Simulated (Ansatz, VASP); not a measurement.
**Co: VASP beside Ansatz**

```xyz
2
Lattice="2.4720 0.0000 0.0000 -1.2360 2.1408 0.0000 0.0000 0.0000 4.0211" Properties=species:S:1:pos:R:3 pbc="T T T"
Co    1.2570    0.6694    2.9866
Co    0.0418    1.3977    0.9655
```

Change from the starting cell: atoms moved at random, drawn with an rms of 0.05 Å.

Alike in both runs: task single point; functional PBEsol; k mesh 12 × 12 × 7; occupations fermi-dirac, width 0.05 eV; collinear spin.

```csv
,VASP,Ansatz
version,VASP 6.6.1,Ansatz 0.2.0
potentials or method,"VASP PAW PBE potentials, release 64 (Co), cutoff 520 eV","all-electron LAPW, scalar-relativistic"
```

```csv
,VASP,Ansatz,Ansatz less VASP
gap on the k mesh at the Fermi level (eV),none,none,-
pressure (GPa),-6.5,-5.8,+0.75
"traceless stress, the component that is largest in VASP (GPa)",-1.83,-1.83,0.000
rms of the force components (eV/Å),0.052,0.053,+0.0002
net moment per atom (μB),1.59,1.60,+0.008
size of the moment on the site where the two differ most (μB),1.60,1.65,+0.047
```

VASP's potentials were made for PBE, not for PBEsol. Site moments also hang on the region over which each program counts them. Atom by atom the forces differ by 0.000 eV/Å (rms over components). A gap of «none» marks a metal or a gap that the smearing closes. Ansatz ran all-electron here, and VASP with PAW potentials.
